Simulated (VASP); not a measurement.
Input of a VASP 6.6.1 run:

File INCAR:

```
SYSTEM = Co2Cl
PREC = Accurate ; ENCUT = 520
EDIFF = 1E-7 ; ISMEAR = 0
SIGMA = 0.1 ; LREAL = .FALSE.
LASPH = .TRUE. ; NELM = 150
ALGO = Normal ; ISIF = 2
LWAVE = .FALSE. ; LCHARG = .FALSE.
ISPIN = 2 ; MAGMOM = 3 3 3 3 0 0
LORBIT = 11 ; LMAXMIX = 4
GGA = PE ; NBANDS = 38
```

KPOINTS

```
Automatic mesh
0
G
  4 4 4
  0 0 0
```

POSCAR

```
Co2Cl
1.0
    0.0000000000      3.5923577177      3.5923577177
    3.5923577177      0.0000000000      3.5923577177
    3.5923577177      3.5923577177      0.0000000000
Co Cl
4 2
Direct
    0.6250000000      0.6250000000      0.6250000000
    0.1250000000      0.6250000000      0.6250000000
    0.6250000000      0.6250000000      0.1250000000
    0.6250000000      0.1250000000      0.6250000000
    0.0000000000      0.0000000000      0.0000000000
    0.2500000000      0.2500000000      0.2500000000
```

Potentials or basis: VASP PAW PBE potentials, release 64 (Co, Cl).

Command:

```console
$ cat potpaw_PBE.64/Co/POTCAR potpaw_PBE.64/Cl/POTCAR > POTCAR
$ mpirun -np 1 vasp_std > vasp.out
```

Question: What does it give for the net moment?

Answer: 9.63 μB per cell.

Question: What does it give for the pressure?

Answer: -1.9 GPa.

Caveat: the k points lie up to 0.38 Å⁻¹ apart.
